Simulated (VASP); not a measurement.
# LiSi16 (a cell with a defect) in VASP: further runs, part 2 of 2

VASP 6.6.1. The steps go on from the part before.

### 3 Single point, PBE

Input file INCAR:

```
ALGO = Normal
EDIFF = 1E-6
ENCUT = 520
GGA = PE
ISIF = 2
ISMEAR = 0
LASPH = T
LCHARG = T
LELF = T
LREAL = Auto
LVHAR = T
LWAVE = F
NBANDS = 48
NELECT = 66.0
NELM = 60
PREC = Accurate
SIGMA = 0.05
```

Input file KPOINTS:

```
k-points
0
Gamma
  2 2 2
```

Input file POSCAR:

```
LiSi16
1.0
    0.0000000000      5.4300000000      5.4300000000
    5.4300000000      0.0000000000      5.4300000000
    5.4300000000      5.4300000000      0.0000000000
Si Li
16 1
Direct
   -0.0273844383      0.0090549724      0.0093223757
    0.1219037753      0.1194743094      0.1203522099
    0.0057531308     -0.0170735727      0.5059691529
    0.1220443831      0.1195386740      0.6386766114
    0.0066743094      0.5050595764     -0.0170393186
    0.1217165746      0.6383489871      0.1203082873
    0.0057957643      0.5050909761      0.5059440147
    0.1534878453      0.6154591160      0.6154418048
    0.4953269797     -0.0009932781      0.0000520258
    0.6005506446      0.1327226519      0.1337769797
    0.4953563536     -0.0009191529      0.5062845304
    0.6300344383      0.1174250460      0.6266062615
    0.4951673112      0.5054505525      0.0001157459
    0.6307204420      0.6254469613      0.1181703499
    0.5242723757      0.4914576427      0.4924913444
    0.6300386740      0.6257044199      0.6265911602
    0.9934519337      0.3353970534      0.3355928177
```

Potentials or basis: VASP PAW PBE potentials, release 64 (Si, Li_sv).

Started as:

```
$ cat potpaw_PBE.64/Si/POTCAR potpaw_PBE.64/Li_sv/POTCAR > POTCAR
$ mpirun -np 1 vasp_std > vasp.out
```

Wall time 3 min (1 thread of AMD EPYC 9R45 (Zen 5), shared host); peak memory 0.45 GiB.

It converged, with:

- Free energy: -93.0977 eV
- Largest force: 0.699 eV/Å

Forces on the atoms (eV/Å):
```
Si  -0.050  0.061  0.050
Si  -0.004  0.033  0.039
Si  -0.047  0.042  0.027
Si  -0.032 -0.012  0.030
Si  -0.023  0.021  0.031
Si  -0.047  0.039 -0.003
Si  -0.018  0.042  0.053
Si  -0.010  0.011  0.002
Si  -0.018  0.020  0.005
Si  -0.031  0.014  0.037
Si  -0.014  0.016  0.010
Si  -0.028  0.040  0.023
Si  -0.008  0.018  0.022
Si  -0.036  0.019  0.031
Si  -0.015 -0.003  0.024
Si  -0.023  0.042  0.024
Li   0.405 -0.402 -0.404
```

Levels at points of the mesh, in eV from the Fermi level:
| k point | band 31 | band 32 | band 33 | band 34 | band 35 | band 36 |
| --- | --- | --- | --- | --- | --- | --- |
| (0.00, 0.00, 0.00) | -0.26 | -0.19 | -0.19 | 0.19 | 0.44 | 0.44 |
| (0.50, 0.00, 0.00) | -1.00 | -0.92 | -0.92 | 1.07 | 1.07 | 1.08 |
| (0.00, 0.50, 0.00) | -1.02 | -0.98 | -0.93 | 0.93 | 1.07 | 1.27 |
| (0.00, 0.00, 0.50) | -1.02 | -0.97 | -0.93 | 0.92 | 1.08 | 1.27 |
| (0.50, 0.50, 0.50) | -1.02 | -0.98 | -0.93 | 0.93 | 1.07 | 1.27 |
| (0.50, 0.50, 0.00) | -1.59 | -1.52 | -1.47 | 0.80 | 0.92 | 1.98 |
| (0.00, 0.50, 0.50) | -1.59 | -1.52 | -1.47 | 0.80 | 0.92 | 1.98 |
| (0.50, 0.00, 0.50) | -1.60 | -1.52 | -1.47 | 0.80 | 0.92 | 1.98 |

Caveat: the k points lie up to 0.50 Å⁻¹ apart; the cell carries a net charge on a neutralising background, which shifts energy and pressure; the cell is charged against a uniform background, so pressure and absolute levels hang on convention.

### 4 Single point, PBE

Input file INCAR:

```
SYSTEM = LiSi16
PREC = Accurate
ENCUT = 520
EDIFF = 1E-7
ISMEAR = 0
SIGMA = 0.05
LREAL = Auto
LASPH = .TRUE.
NELM = 60
ALGO = Normal
ISIF = 2
LWAVE = .FALSE.
LCHARG = .TRUE.
GGA = PE
LELF = .TRUE.
LVHAR = .TRUE.
NBANDS = 48
NELECT = 66.0
```

Input file KPOINTS:

```
regular mesh
0
G
  2 2 2
  0 0 0
```

Input file POSCAR:

```
LiSi16
1.0
    0.0000000000      5.4300000000      5.4300000000
    5.4300000000      0.0000000000      5.4300000000
    5.4300000000      5.4300000000      0.0000000000
Si Li
16 1
Direct
   -0.0282180479      0.0093209945      0.0095108656
    0.1193989871      0.1189542357      0.1198255064
    0.0033802026     -0.0136662063      0.5053317680
    0.1196508287      0.1188898711      0.6421475138
    0.0038562615      0.5046757827     -0.0136383978
    0.1190372928      0.6417934622      0.1198166667
    0.0034150092      0.5045301105      0.5053360037
    0.1526649171      0.6156409761      0.6157089319
    0.4952067219     -0.0016011971     -0.0007258748
    0.6010104972      0.1324882136      0.1335797422
    0.4953416206     -0.0016744015      0.5075598527
    0.6300286372      0.1187081952      0.6258402394
    0.4949169429      0.5067624309     -0.0006248619
    0.6304079190      0.6248186004      0.1194338858
    0.5247337937      0.4912752302      0.4922183241
    0.6300255985      0.6249425414      0.6258804788
    1.1320330571      0.2891374770      0.2894975138
```

Started as:

```
$ cat potpaw_PBE.64/Si/POTCAR potpaw_PBE.64/Li_sv/POTCAR > POTCAR
$ mpirun -np 1 vasp_std > vasp.out
```

It took 3.1 min on 1 thread of AMD EPYC 9R45 (Zen 5), shared host; peak memory 0.45 GiB.

Results (log left out):

- Free energy: -93.0981 eV
- Largest force: 0.700 eV/Å

Forces on the atoms (eV/Å):
```
Si   0.016  0.003 -0.014
Si   0.021 -0.049 -0.032
Si   0.032 -0.029  0.001
Si   0.038 -0.039 -0.038
Si   0.049  0.009 -0.046
Si   0.022 -0.040 -0.026
Si   0.007 -0.031 -0.032
Si   0.050 -0.050 -0.054
Si   0.018 -0.025 -0.043
Si   0.005 -0.026  0.000
Si   0.035 -0.019 -0.039
Si   0.019 -0.009 -0.014
Si   0.042 -0.027 -0.017
Si   0.014 -0.022 -0.016
Si   0.023 -0.041 -0.016
Si   0.014 -0.007 -0.021
Li  -0.404  0.403  0.406
```

Levels at points of the mesh, in eV from the Fermi level:
```csv
k point,band 30,band 31,band 32,band 33,band 34,band 35,band 36,band 37
"(0.00, 0.00, 0.00)",-1.26,-0.25,-0.19,-0.19,0.19,0.43,0.44,0.53
"(0.50, 0.00, 0.00)",-1.00,-1.00,-0.92,-0.92,1.07,1.07,1.08,1.50
"(0.00, 0.50, 0.00)",-1.04,-1.02,-0.97,-0.93,0.93,1.08,1.27,1.28
"(0.00, 0.00, 0.50)",-1.03,-1.01,-0.98,-0.93,0.93,1.08,1.27,1.28
"(0.50, 0.50, 0.50)",-1.04,-1.02,-0.97,-0.93,0.93,1.07,1.27,1.28
"(0.50, 0.50, 0.00)",-1.61,-1.60,-1.52,-1.47,0.80,0.92,1.98,2.08
"(0.00, 0.50, 0.50)",-1.61,-1.59,-1.52,-1.47,0.80,0.92,1.98,2.08
"(0.50, 0.00, 0.50)",-1.61,-1.60,-1.52,-1.47,0.80,0.92,1.98,2.08
```

Caveat: the k points lie up to 0.50 Å⁻¹ apart; the cell carries a net charge on a neutralising background, which shifts energy and pressure; the cell is charged against a uniform background, so pressure and absolute levels hang on convention.

### 5 Single point, PBE

Input file INCAR:

```
PREC = Accurate
ENCUT = 520
EDIFF = 1E-6
ISMEAR = 0
SIGMA = 0.05
LREAL = Auto
LASPH = T
NELM = 60
ALGO = Normal
ISIF = 2
LWAVE = F
LCHARG = T
GGA = PE
LELF = T
LVHAR = T
NBANDS = 48
NELECT = 66.0
```

Input file KPOINTS:

```
regular mesh
0
Gamma
  2 2 2
```

Input file POSCAR:

```
LiSi16
1.0
    0.0000000000      5.4300000000      5.4300000000
    5.4300000000      0.0000000000      5.4300000000
    5.4300000000      5.4300000000      0.0000000000
Si Li
16 1
Direct
   -0.0219881215      0.0072494475      0.0072993554
    0.1184651934      0.1205662983      0.1214397790
    0.0026453039     -0.0092320442      0.5034055249
    0.1187589319      0.1205957643      0.6395410681
    0.0027762431      0.5028383057     -0.0089679558
    0.1181052486      0.6393358195      0.1214702578
    0.0026010129      0.5027194291      0.5034713628
    0.1455559853      0.6179103131      0.6181950276
    0.4959072744     -0.0019568140     -0.0011284530
    0.6085767956      0.1299176796      0.1310244936
    0.4960630755     -0.0020603131      0.5075113260
    0.6291069982      0.1211550645      0.6250460405
    0.4956503683      0.5067102210     -0.0010389503
    0.6291712707      0.6241088398      0.1219791897
    0.5179906998      0.4934906998      0.4944304788
    0.6290406998      0.6241222836      0.6251084715
    1.1994527624      0.2667004604      0.2669328729
```

Started as:

```
$ cat potpaw_PBE.64/Si/POTCAR potpaw_PBE.64/Li_sv/POTCAR > POTCAR
$ mpirun -np 1 vasp_std > vasp.out
```

Wall time 2.7 min (1 thread of AMD EPYC 9R45 (Zen 5), shared host); peak memory 0.44 GiB.

The run converged. Its results:

- Free energy: -93.4050 eV
- Largest force: 0.522 eV/Å

Forces in eV/Å, atoms in the order of the input:
```
Si  -0.011  0.027  0.009
Si   0.033 -0.034 -0.012
Si   0.032 -0.031  0.012
Si   0.027 -0.042 -0.024
Si   0.043  0.023 -0.041
Si   0.005 -0.025 -0.034
Si  -0.010 -0.033 -0.032
Si   0.063 -0.059 -0.065
Si   0.013 -0.008 -0.023
Si  -0.034  0.017  0.040
Si   0.015 -0.011 -0.016
Si   0.024 -0.018 -0.016
Si   0.021 -0.010 -0.015
Si   0.019 -0.021 -0.020
Si   0.046 -0.057 -0.042
Si   0.017 -0.017 -0.024
Li  -0.302  0.298  0.303
```

Levels at points of the mesh, in eV from the Fermi level:
```tsv
k point	band 31	band 32	band 33	band 34	band 35	band 36
(0.00, 0.00, 0.00)	-0.36	-0.32	-0.32	0.25	0.32	0.32
(0.50, 0.00, 0.00)	-1.13	-1.05	-1.05	0.92	0.98	0.98
(0.00, 0.50, 0.00)	-1.14	-1.07	-1.05	0.83	1.05	1.12
(0.00, 0.00, 0.50)	-1.14	-1.07	-1.05	0.84	1.05	1.12
(0.50, 0.50, 0.50)	-1.14	-1.07	-1.05	0.84	1.05	1.12
(0.50, 0.50, 0.00)	-1.70	-1.63	-1.59	0.73	0.81	1.85
(0.00, 0.50, 0.50)	-1.70	-1.63	-1.59	0.73	0.81	1.85
(0.50, 0.00, 0.50)	-1.70	-1.63	-1.59	0.73	0.81	1.85
```

Caveat: the k points lie up to 0.50 Å⁻¹ apart; the cell carries a net charge on a neutralising background, which shifts energy and pressure; the cell is charged against a uniform background, so pressure and absolute levels hang on convention.
